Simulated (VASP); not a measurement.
Input of a VASP 6.6.1 run:

The input INCAR:

```
SYSTEM = Os
PREC = Accurate
ENCUT = 520
EDIFF = 1E-8
ISMEAR = -1
SIGMA = 0.05
LREAL = .FALSE.
LASPH = .TRUE.
NELM = 100
ALGO = Normal
ISIF = 2
LWAVE = .FALSE.
LCHARG = .FALSE.
GGA = PE
LEFG = .TRUE.
NBANDS = 15
```

File KPOINTS:

```
Automatic mesh
0
G
  15 15 9
  0 0 0
```

POSCAR

```
Os
1.0
    2.7789292543      0.0000000000      0.0000000000
   -1.3894646272      2.4066233296      0.0000000000
    0.0000000000      0.0000000000      4.3905273425
Os
2
Direct
    0.3333333333      0.6666666667      0.2500000000
    0.6666666667      0.3333333333      0.7500000000
```

Potentials or basis: VASP PAW PBE potentials, release 64 (Os).

Launch:

```bash
$ cat potpaw_PBE.64/Os/POTCAR > POTCAR
$ mpirun -np 1 vasp_std > vasp.out
```

(1) Estimate the band gap on the k mesh.

(2) Predict the pressure.

Results:

(1) zero (bands 8 and 9 overlap by 3.53 eV).

(2) -10.8 GPa.

Caveat: the cell stands under tension; without QUAD_EFG the Cq values of the log hold for a quadrupole moment of 1 mb, not for the nuclei; spin-orbit coupling is left out, which moves the levels of the heavy elements.
